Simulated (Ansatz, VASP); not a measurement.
## KZnF3 in VASP and in Ansatz

```
K Zn F
1.0
     4.04617    0.00000    0.00000
     0.00000    4.04617    0.00000
     0.00000    0.00000    4.04617
K Zn F
1 1 3
Direct
  0.00000 0.00000 0.00000
  0.50000 0.50000 0.50000
  0.50000 0.50000 0.00000
  0.00000 0.50000 0.50000
  0.50000 0.00000 0.50000
```

Alike in both runs: task single point; functional PBE; k mesh 4 × 4 × 4; no spin polarisation.

```csv
,VASP,Ansatz
version,VASP 6.6.1,Ansatz 0.2.0
potentials or method,"VASP PAW PBE potentials, release 64 (K_sv, Zn, F)","plane waves, PAW"
plane-wave cutoff (eV),520,420
occupations,"gaussian, width 0.01 eV",fixed
valence electrons in the cell,42,42
```

Ansatz gave:

```
gap on the k mesh at the Fermi level (eV) : 3.87
```

Estimate VASP's values.

gap on the k mesh at the Fermi level (eV): 3.80.
